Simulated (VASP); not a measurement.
# Si2Ni (Fm-3m) in VASP: further runs

Si2Ni is run at these levels: PBE+U; tasks: single point.

All numbers are computed with VASP 6.6.1; they aren't measurements. Logs are shortened: lines on timing, memory, paths and dates and some standing lists are left out, and cuts for length are marked.

### Step 1. The cell of the first run

The structure is cubic, space group Fm-3m (No. 225). The conventional cell has a = 5.448 Å, b = 5.448 Å, c = 5.448 Å, α = 90.00°, β = 90.00°, γ = 90.00°. Within 3.1 Å of Ni (site symmetry m-3m) lie 8 Si at 2.36 Å. Si (site symmetry -43m) has 4 Ni at 2.36 Å and 6 Si at 2.72 Å within 3.1 Å.

### Step 2. Single point, PBE+U, collinear spin, ferromagnetic start

File INCAR:

```
SYSTEM = Si2Ni
PREC     = Accurate       ! precision mode
ENCUT    = 520            ! plane-wave cutoff, eV
EDIFF    = 1E-6           ! SCF threshold, eV
ISMEAR   = -1             ! smearing method
SIGMA    = 0.05           ! smearing width, eV
LREAL    = .False.        ! projectors in reciprocal space
LASPH    = .True.         ! aspherical terms in the spheres
NELM     = 150            ! most SCF steps
ALGO     = Normal         ! electronic algorithm
ISIF     = 2              ! what is computed and relaxed
LWAVE    = .False.        ! write WAVECAR
LCHARG   = .False.        ! write CHGCAR
ISPIN    = 2              ! spin polarisation
MAGMOM   = 1 0 0          ! initial moments
LORBIT   = 11             ! projections on sites
LMAXMIX  = 4              ! l up to which the mixer works
LDAU     = .True.         ! DFT+U
LDAUTYPE = 2            
LDAUL    = 2 -1           ! shell
LDAUU    = 4 0            ! U, eV
LDAUJ    = 0 0          
LDAUPRINT= 1            
GGA      = PE             ! functional
NBANDS   = 20             ! bands
```

File KPOINTS:

```
regular mesh
0
Gamma
  9 9 9
  0 0 0
```

File POSCAR:

```
Si2Ni
1.0
    0.0000000000      2.7239424405      2.7239424405
    2.7239424405      0.0000000000      2.7239424405
    2.7239424405      2.7239424405      0.0000000000
Ni Si
1 2
Direct
    0.0000000000      0.0000000000      0.0000000000
    0.7500000000      0.7500000000      0.7500000000
    0.2500000000      0.2500000000      0.2500000000
```

Potentials or basis: VASP PAW PBE potentials, release 64 (Ni, Si).

The run is started by

```console
$ cat potpaw_PBE.64/Ni/POTCAR potpaw_PBE.64/Si/POTCAR > POTCAR
$ mpirun -np 1 vasp_std > vasp.out
```

OUTCAR:

```text
SYSTEM = Si2Ni
   PREC = Accurate
   ENCUT = 520
   EDIFF = 1E-6
   ISMEAR = -1
   LREAL = .False.
   LASPH = .True.
   NELM = 150
   ISIF = 2
   ISPIN = 2
   LORBIT = 11
   GGA = PE

 ion  position               nearest neighbor table
   1  0.000  0.000  0.000-   2 2.36   2 2.36   2 2.36   2 2.36   3 2.36   3 2.36   3 2.36   3 2.36

   2  0.750  0.750  0.750-   1 2.36   1 2.36   1 2.36   1 2.36   3 2.72   3 2.72   3 2.72   3 2.72
                             3 2.72   3 2.72
   3  0.250  0.250  0.250-   1 2.36   1 2.36   1 2.36   1 2.36   2 2.72   2 2.72   2 2.72   2 2.72
                             2 2.72   2 2.72

  LATTYP: Found a face centered cubic cell.
 ALAT       =     5.4478848810

  Lattice vectors:

 A1 = (   0.0000000000,   2.7239424405,   2.7239424405)
 A2 = (   2.7239424405,   0.0000000000,   2.7239424405)
 A3 = (   2.7239424405,   2.7239424405,   0.0000000000)

Analysis of symmetry for initial positions (statically):
=====================================================================
 Subroutine PRICEL returns:
 Original cell was already a primitive cell.

 Routine SETGRP: Setting up the symmetry group for a
 face centered cubic supercell.

 Subroutine GETGRP returns: Found 48 space group operations
 (whereof 48 operations were pure point group operations)
 out of a pool of 48 trial point group operations.

The static configuration has the point symmetry O_h .

Analysis of symmetry for dynamics (positions and initial velocities):
=====================================================================
 Subroutine PRICEL returns:
 Original cell was already a primitive cell.

 Routine SETGRP: Setting up the symmetry group for a
 face centered cubic supercell.

 Subroutine GETGRP returns: Found 48 space group operations
 (whereof 48 operations were pure point group operations)
 out of a pool of 48 trial point group operations.

The dynamic configuration has the point symmetry O_h .

[... 182 lines left out ...]
  o =  0.8464  v =  0.0000  0.0000  0.0000  0.0000  0.0000  0.0000  0.4495  0.0000  0.8933  0.0000      0.0000  0.0000  0.0000  0.0000  0.0000  0.0000  0.0000  0.0000  0.0000  0.0000
  o =  0.8464  v =  1.0000  0.0000  0.0000  0.0000  0.0000  0.0000  0.0000  0.0000  0.0000  0.0000      0.0000  0.0000  0.0000  0.0000  0.0000  0.0000  0.0000  0.0000  0.0000  0.0000
  o =  0.8464  v =  0.0000  0.9799  0.0000  0.1994  0.0000  0.0000  0.0000  0.0000  0.0000  0.0000      0.0000  0.0000  0.0000  0.0000  0.0000  0.0000  0.0000  0.0000  0.0000  0.0000
  o =  0.8464  v =  0.0000 -0.1994 -0.0000  0.9799  0.0000  0.0000  0.0000  0.0000  0.0000  0.0000      0.0000  0.0000  0.0000  0.0000  0.0000  0.0000  0.0000  0.0000  0.0000  0.0000
  o =  0.9025  v =  0.0000  0.0000  0.0000  0.0000  0.0000  0.0000  0.0000 -0.9907  0.0000  0.1357      0.0000  0.0000  0.0000  0.0000  0.0000  0.0000  0.0000  0.0000  0.0000  0.0000
  o =  0.9025  v =  0.0000  0.0000  0.0000  0.0000  0.0000  0.0000 -0.0000 -0.1357  0.0000 -0.9907      0.0000  0.0000  0.0000  0.0000  0.0000  0.0000  0.0000  0.0000  0.0000  0.0000
  o =  0.9025  v =  0.0000  0.0000 -0.9851 -0.0000  0.1720  0.0000  0.0000  0.0000  0.0000  0.0000      0.0000  0.0000  0.0000  0.0000  0.0000  0.0000  0.0000  0.0000  0.0000  0.0000
  o =  0.9025  v =  0.0000  0.0000 -0.1720  0.0000 -0.9851  0.0000  0.0000  0.0000  0.0000  0.0000      0.0000  0.0000  0.0000  0.0000  0.0000  0.0000  0.0000  0.0000  0.0000  0.0000

 number of electron      17.9999992 magnetization       0.0000856

 Free energy of the ion-electron system (eV)
  ---------------------------------------------------
  ext. energy  EPLUGINS =         0.00000000
  ---------------------------------------------------
  free energy    TOTEN  =       -14.94761299 eV

  energy without entropy =      -14.94017973  energy(sigma->0) =      -14.94389636

 E-fermi :   9.8701     XC(G=0): -11.4619

 val. band max:        9.8271153566   @ k =   0.2222   0.1111   0.0000
 cond. band min:       9.9153023226   @ k =  -0.4444   0.4444   0.1111
 fundamental gap:      0.0881869660
 Fermi energy:         9.8700538375

 spin component 1

 k-point     1 :       0.0000    0.0000    0.0000
  band No.  band energies     occupation
      1      -3.5387      1.00000
      2       4.6204      1.00000
      3       4.6204      1.00000
      4       4.6204      1.00000
      5       6.0151      1.00000
      6       6.0151      1.00000
[... 1097 lines left out ...]
     19      23.5298      0.00000
     20      23.5332      0.00000

 [... further k-points ...]

------------------------ aborting loop because EDIFF is reached ----------------------------------------

  FORCE on cell =-STRESS in cart. coord.  units (eV):
  Direction    XX          YY          ZZ          XY          YZ          ZX
  --------------------------------------------------------------------------------------
  -------------------------------------------------------------------------------------
  Total       -0.8240529     -0.8240529     -0.8240529      0.0000000      0.0000000     -0.0000000
  in kB      -32.6619358    -32.6619358    -32.6619358      0.0000000      0.0000000     -0.0000000
  external PRESSURE =     -32.6619358 kB  Pullay stress =       0.0000000 kB

 VOLUME and BASIS-vectors are now :
 -----------------------------------------------------------------------------
  energy-cutoff  :      520.00
  volume of cell :       40.42
      direct lattice vectors                 reciprocal lattice vectors
     0.000000000  2.723942441  2.723942441    -0.183557476  0.183557476  0.183557476
     2.723942441  0.000000000  2.723942441     0.183557476 -0.183557476  0.183557476
     2.723942441  2.723942441  0.000000000     0.183557476  0.183557476 -0.183557476

 POSITION                                       TOTAL-FORCE (eV/Angst)
 -----------------------------------------------------------------------------------
      0.00000      0.00000      0.00000        -0.000000      0.000000     -0.000000
      4.08591      4.08591      4.08591         0.000000     -0.000000     -0.000000
      1.36197      1.36197      1.36197        -0.000000      0.000000      0.000000
 -----------------------------------------------------------------------------------
    total drift:                                0.000000     -0.000000     -0.000000

  FREE ENERGIE OF THE ION-ELECTRON SYSTEM (eV)
  ---------------------------------------------------
  free  energy   TOTEN  =       -14.9476129904 eV

  energy  without entropy=      -14.9401797311  energy(sigma->0) =      -14.94389636

 total charge

# of ion       s       p       d       tot
------------------------------------------
    1        0.528   0.727   8.651   9.907
    2        0.750   0.818   0.000   1.569
    3        0.750   0.818   0.000   1.569
--------------------------------------------------
tot          2.029   2.364   8.651  13.044

 magnetization (x)

# of ion       s       p       d       tot
------------------------------------------
    1        0.000   0.000  -0.000  -0.000
    2       -0.000   0.000   0.000   0.000
    3       -0.000   0.000   0.000   0.000
--------------------------------------------------
tot         -0.000   0.000  -0.000  -0.000
```

stdout:

```text
POSCAR found type information on POSCAR NiSi
 POSCAR found :  2 types and       3 ions
 scaLAPACK will be used
 LDA part: xc-table for (Slater+PW92), standard interpolation
 POSCAR, INCAR and KPOINTS ok, starting setup
 FFT: planning ... GRIDC
 FFT: planning ... GRID_SOFT
 FFT: planning ... GRID
 WAVECAR not read
 entering main loop
```

Wall time 45 s (1 thread of Intel Xeon 6975P-C (Granite Rapids), shared host); peak memory 0.2 GiB.

Results:

* Free energy: -14.9476 eV
* Pressure: -3.3 GPa
* Band gap on the k mesh: zero (filled and empty bands overlap)
* Net moment: 0.00 μB per cell
* Valence electrons inside the program's atomic spheres: Ni 9.91; Si 1.57

Eigenvalues of the final occupation matrices:
```tsv
site	spin	trace	eigenvalues
site 1 d	1	4.34	0.85 0.85 0.85 0.90 0.90
site 1 d	2	4.34	0.85 0.85 0.85 0.90 0.90
```

Caveat: the U is typed as a test and isn't derived for this compound.

### Step 3. Single point, PBE+U, collinear spin, ferromagnetic start

File INCAR:

```
SYSTEM = Si2Ni
PREC = Accurate
ENCUT = 520
EDIFF = 1E-6
ISMEAR = -1
SIGMA = 0.05
LREAL = .FALSE.
LASPH = .TRUE.
NELM = 150
ALGO = Normal
ISIF = 2
LWAVE = .FALSE.
LCHARG = .FALSE.
ISPIN = 2
MAGMOM = 1 0 0
LORBIT = 11
LMAXMIX = 4
LDAU = .TRUE.
LDAUTYPE = 2
LDAUL = 2 -1
LDAUU = 5 0
LDAUJ = 0 0
LDAUPRINT = 1
GGA = PE
NBANDS = 20
```

File KPOINTS:

```
regular mesh
0
G
  9 9 9
  0 0 0
```

File POSCAR:

```
Si2Ni
1.0
    0.0000000000      2.7237290996      2.7237290996
    2.7237290996      0.0000000000      2.7237290996
    2.7237290996      2.7237290996      0.0000000000
Ni Si
1 2
Direct
    0.0000000000      0.0000000000      0.0000000000
    0.7500000000      0.7500000000      0.7500000000
    0.2500000000      0.2500000000      0.2500000000
```

Potentials or basis: VASP PAW PBE potentials, release 64 (Ni, Si).

The run is started by

```console
$ cat potpaw_PBE.64/Ni/POTCAR potpaw_PBE.64/Si/POTCAR > POTCAR
$ mpirun -np 1 vasp_std > vasp.out
```

OUTCAR:

```text
SYSTEM = Si2Ni
   PREC = Accurate
   ENCUT = 520
   EDIFF = 1E-6
   ISMEAR = -1
   LREAL = .FALSE.
   LASPH = .TRUE.
   NELM = 150
   ISIF = 2
   ISPIN = 2
   LORBIT = 11
   GGA = PE

 ion  position               nearest neighbor table
   1  0.000  0.000  0.000-   2 2.36   2 2.36   2 2.36   2 2.36   3 2.36   3 2.36   3 2.36   3 2.36

   2  0.750  0.750  0.750-   1 2.36   1 2.36   1 2.36   1 2.36   3 2.72   3 2.72   3 2.72   3 2.72
                             3 2.72   3 2.72
   3  0.250  0.250  0.250-   1 2.36   1 2.36   1 2.36   1 2.36   2 2.72   2 2.72   2 2.72   2 2.72
                             2 2.72   2 2.72

  LATTYP: Found a face centered cubic cell.
 ALAT       =     5.4474581992

  Lattice vectors:

 A1 = (   0.0000000000,   2.7237290996,   2.7237290996)
 A2 = (   2.7237290996,   0.0000000000,   2.7237290996)
 A3 = (   2.7237290996,   2.7237290996,   0.0000000000)

Analysis of symmetry for initial positions (statically):
=====================================================================
[... 1345 lines left out ...]

------------------------ aborting loop because EDIFF is reached ----------------------------------------

  FORCE on cell =-STRESS in cart. coord.  units (eV):
  Direction    XX          YY          ZZ          XY          YZ          ZX
  --------------------------------------------------------------------------------------
  -------------------------------------------------------------------------------------
  Total       -1.0764045     -1.0764045     -1.0764045     -0.0000000     -0.0000000      0.0000000
  in kB      -42.6740970    -42.6740970    -42.6740970     -0.0000000     -0.0000000      0.0000000
  external PRESSURE =     -42.6740970 kB  Pullay stress =       0.0000000 kB

 VOLUME and BASIS-vectors are now :
 -----------------------------------------------------------------------------
  energy-cutoff  :      520.00
  volume of cell :       40.41
      direct lattice vectors                 reciprocal lattice vectors
     0.000000000  2.723729100  2.723729100    -0.183571854  0.183571854  0.183571854
     2.723729100  0.000000000  2.723729100     0.183571854 -0.183571854  0.183571854
     2.723729100  2.723729100  0.000000000     0.183571854  0.183571854 -0.183571854

 POSITION                                       TOTAL-FORCE (eV/Angst)
 -----------------------------------------------------------------------------------
      0.00000      0.00000      0.00000        -0.000000     -0.000000     -0.000000
      4.08559      4.08559      4.08559        -0.000000      0.000000      0.000000
      1.36186      1.36186      1.36186         0.000000     -0.000000      0.000000
 -----------------------------------------------------------------------------------
    total drift:                                0.000000     -0.000000     -0.000000

  FREE ENERGIE OF THE ION-ELECTRON SYSTEM (eV)
  ---------------------------------------------------
  free  energy   TOTEN  =       -14.3932304529 eV

  energy  without entropy=      -14.3853428984  energy(sigma->0) =      -14.38928668

 total charge

# of ion       s       p       d       tot
------------------------------------------
    1        0.523   0.718   8.712   9.953
    2        0.750   0.816   0.000   1.566
    3        0.750   0.816   0.000   1.566
--------------------------------------------------
tot          2.023   2.350   8.712  13.086

 magnetization (x)

# of ion       s       p       d       tot
------------------------------------------
    1        0.000   0.000  -0.000  -0.000
    2       -0.000   0.000   0.000  -0.000
    3       -0.000   0.000   0.000  -0.000
--------------------------------------------------
tot         -0.000   0.000  -0.000  -0.000
```

OSZICAR:

```text
N       E                     dE             d eps       ncg     rms          rms(c)
DAV:   1     0.784181897578E+02    0.78418E+02   -0.72059E+03  2808   0.891E+02
DAV:   2    -0.950166584169E+01   -0.87920E+02   -0.79258E+02  2936   0.199E+02
DAV:   3    -0.149689844028E+02   -0.54673E+01   -0.53514E+01  3292   0.533E+01
DAV:   4    -0.150455933964E+02   -0.76609E-01   -0.76505E-01  3248   0.573E+00
DAV:   5    -0.150469327217E+02   -0.13393E-02   -0.13392E-02  3220   0.804E-01    0.126E+01
DAV:   6    -0.162562126112E+02   -0.12093E+01   -0.94819E+00  3140   0.673E+01    0.121E+01
DAV:   7    -0.144314322927E+02    0.18248E+01   -0.33260E+00  3248   0.456E+01    0.325E+00
DAV:   8    -0.144069220005E+02    0.24510E-01   -0.22666E-01  3400   0.484E+00    0.166E+00
DAV:   9    -0.143918593571E+02    0.15063E-01   -0.53413E-02  3328   0.424E+00    0.511E-01
DAV:  10    -0.143927248564E+02   -0.86550E-03   -0.28163E-03  3712   0.423E-01    0.261E-01
DAV:  11    -0.143931256708E+02   -0.40081E-03   -0.86225E-04  3380   0.489E-01    0.107E-01
DAV:  12    -0.143932137243E+02   -0.88053E-04   -0.20146E-04  3484   0.170E-01    0.252E-02
DAV:  13    -0.143932274372E+02   -0.13713E-04   -0.18255E-05  3548   0.364E-02    0.150E-02
DAV:  14    -0.143932301729E+02   -0.27357E-05   -0.25704E-06  3160   0.170E-02    0.480E-03
DAV:  15    -0.143932304529E+02   -0.27999E-06   -0.10407E-06  2916   0.116E-02
   1 F= -.14393230E+02 E0= -.14389287E+02  d E =-.788755E-02  mag=    -0.0001
```

stdout:

```text
POSCAR found type information on POSCAR NiSi
 POSCAR found :  2 types and       3 ions
 scaLAPACK will be used
 LDA part: xc-table for (Slater+PW92), standard interpolation
 POSCAR, INCAR and KPOINTS ok, starting setup
 FFT: planning ... GRIDC
 FFT: planning ... GRID_SOFT
 FFT: planning ... GRID
 WAVECAR not read
 entering main loop
```

Wall time 36 s (1 thread of Intel Xeon 6975P-C (Granite Rapids), shared host); peak memory 0.2 GiB.

Results:

- Free energy: -14.3932 eV
- Pressure: -4.3 GPa
- Band gap on the k mesh: zero (filled and empty bands overlap)
- Net moment: 0.00 μB per cell
- Valence electrons inside the program's atomic spheres: Ni 9.95; Si 1.57

Eigenvalues of the final occupation matrices:
```csv
site,spin,trace,eigenvalues
site 1 d,1,4.38,0.85 0.85 0.85 0.91 0.91
site 1 d,2,4.38,0.85 0.85 0.85 0.91 0.91
```

Caveat: the U is typed as a test and isn't derived for this compound. The state reached can hang on the start; a lower one may exist.

(Continued in part 2 of 2.)
